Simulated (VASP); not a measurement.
A run of VASP 6.6.1 is set up as follows.

INCAR

```
SYSTEM = Hf3Si2O
PREC = Accurate ; ENCUT = 520
EDIFF = 1E-6 ; ISMEAR = 0
SIGMA = 0.1 ; LREAL = .FALSE.
LASPH = .TRUE. ; NELM = 100
ALGO = Normal ; ISIF = 2
LWAVE = .FALSE. ; LCHARG = .FALSE.
GGA = PE ; NBANDS = 31
```

The input KPOINTS:

```
regular mesh
0
G
  12 12 8
  0 0 0
```

The input POSCAR:

```
Hf3Si2O
1.0
    4.4990195875      0.0000000000      0.0000000000
   -2.2495097938      3.8962652549      0.0000000000
    0.0000000000      0.0000000000      5.6960328745
Hf Si O
3 2 1
Direct
    0.6666666667      0.3333333333      0.5000000000
    0.0000000000      0.0000000000      0.0000000000
    0.0000000000      0.0000000000      0.5000000000
    0.3333333333      0.6666666667      0.2757182442
    0.3333333333      0.6666666667      0.7242817558
    0.6666666667      0.3333333333      0.0000000000
```

Potentials or basis: VASP PAW PBE potentials, release 64 (Hf_pv, Si, O).

The run is started by

```bash
$ cat potpaw_PBE.64/Hf_pv/POTCAR potpaw_PBE.64/Si/POTCAR potpaw_PBE.64/O/POTCAR > POTCAR
$ mpirun -np 1 vasp_std > vasp.out
```

(1) What does it give for the largest force?

(2) What does it give for the pressure?

(3) Estimate the band gap on the k mesh.

Answers

(1) 0.015 eV/Å.

(2) -0.6 GPa.

(3) zero (bands 22 and 23 overlap by 1.07 eV).

Caveat: spin-orbit coupling is left out, which moves the levels of the heavy elements.
